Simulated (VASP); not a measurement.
Runs of VASP 6.6.1 on CuI. The structure is that of space group F-43m (No. 216), or close to it. The cells are those of the table. 

```csv
cell,gap on the mesh (eV),pressure (GPa)
"a = 4.169, b = 4.084 Å, angles 60.7, 58.7, 60.7°, 2 atoms",1.42,5.9
"a = 4.220 Å, angles 60.0°, 2 atoms",1.27,(c)
"a = 4.373 Å, angles 60.0°, 2 atoms",1.00,-1.4
"a = 4.298 Å, angles 60.0°, 2 atoms",1.13,(a)
"a = 4.055 Å, angles 60.0°, 2 atoms",1.65,10.8
"a = 4.477, b = 4.386 Å, angles 60.7, 58.7, 60.7°, 2 atoms",0.86,-3.0
"a = 4.516 Å, angles 60.0°, 2 atoms",(d),-3.9
"a = 4.084, b = 4.001 Å, angles 60.7, 58.7, 60.7°, 2 atoms",(b),11.2
```

Alike in all rows: task single point; level PBE; potentials or basis VASP PAW PBE potentials, release 64 (Cu, I); no spin polarisation; k mesh 8 × 8 × 8; cutoff (eV) 520; smearing gaussian 0.05 eV.

Problem. Estimate the missing entries.

Solution. (a) 0.4; (b) 1.62; (c) 2.5; (d) 0.79.

Caveats: spin-orbit coupling is left out, which moves the levels of the heavy elements.

A k mesh can miss the band edges, and the runs leave out spin-orbit coupling on I.
